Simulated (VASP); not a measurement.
TiB2:

```
CELL_PARAMETERS angstrom
3.02920 0.00000 0.00000
-1.51460 2.62336 0.00000
0.00000 0.00000 3.22840
ATOMIC_POSITIONS crystal
Ti 0.00000 0.00000 0.00000
B 0.66667 0.33333 0.50000
B 0.33333 0.66667 0.50000
```

```yaml
Program: VASP 6.6.1
Task: relaxation of cell and atoms
Functional: RPBE
Dispersion: D4
Potentials_or_basis: VASP PAW PBE potentials, release 64 (Ti_sv, B)
Cutoff: 600 eV
k_mesh: 10 × 10 × 8
Occupations: fermi-dirac, width 0.05 eV
Spin: no spin polarisation
```

At the start: pressure -11.4 GPa; volume 8.55 Å³/atom.

Q: Where does the relaxation end?

A: Over 4 steps the energy falls by 16.8 meV/atom and the volume is 8.14 Å³/atom (-4.8 %); space group P6/mmm (No. 191, to 0.1 Å) before and after.

The path:
```tsv
step	energy change (eV)	largest force (eV/Å)	pressure (GPa)	volume (Å³)
1	0.0000	0.0000	-11.44	25.66
2	-0.0135	0.0000	12.12	23.45
3	-0.0475	0.0000	0.42	24.43
4	-0.0504	0.0000	-0.03	24.42
```

Final structure:
```
Ti B
1.0
     2.99804    0.00000    0.00000
    -1.49902    2.59638    0.00000
     0.00000    0.00000    3.13709
Ti B
1 2
Direct
  0.00000 0.00000 0.00000
  0.66667 0.33333 0.50000
  0.33333 0.66667 0.50000
```

Caveat: the PAW data sets were made with another functional, which shifts forces and pressure a little.
